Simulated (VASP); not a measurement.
Here is a VASP 6.6.1 calculation.

INCAR

```
SYSTEM = AlRu
  PREC = Accurate
  ENCUT = 500
  EDIFF = 1E-6
  ISMEAR = -1
  SIGMA = 0.08
  LREAL = .False.
  LASPH = .True.
  NELM = 120
  ALGO = Normal
  ISIF = 2
  LWAVE = .False.
  LCHARG = .True.
  GGA = PE
  LELF = .True.
  LVHAR = .True.
  NBANDS = 16
  GGA_COMPAT = .False.
```

KPOINTS

```
Automatic mesh
0
Gamma
  14 14 14
  0 0 0
```

The input POSCAR:

```
AlRu
1.0
    2.9916000000      0.0000000000      0.0000000000
    0.0000000000      2.9916000000      0.0000000000
    0.0000000000      0.0000000000      2.9916000000
Al Ru
1 1
Direct
    0.0000000000      0.0000000000      0.0167134644
    0.5000000000      0.5000000000      0.5000000000
```

Potentials or basis: VASP PAW PBE potentials, release 64 (Al, Ru_pv).

Command:

```console
$ cat potpaw_PBE.64/Al/POTCAR potpaw_PBE.64/Ru_pv/POTCAR > POTCAR
$ mpirun -np 1 vasp_std > vasp.out
```

**Question.** Predict the band gap on the k mesh.

**Answer.** Zero (an odd number of electrons rules out a gap without spin polarisation).

**Question.** What does it give for the largest force?

**Answer.** 0.391 eV/Å.

**Question.** What does it give for the pressure?

**Answer.** 2.9 GPa.

Stress tensor (GPa, compression positive):
```
2.95 0.00 0.00
0.00 2.95 0.00
0.00 0.00 2.75
```

Caveat: the cell differs from its parent crystal (atom 1 (Al) moved by [0.0, 0.0, 0.05] A).
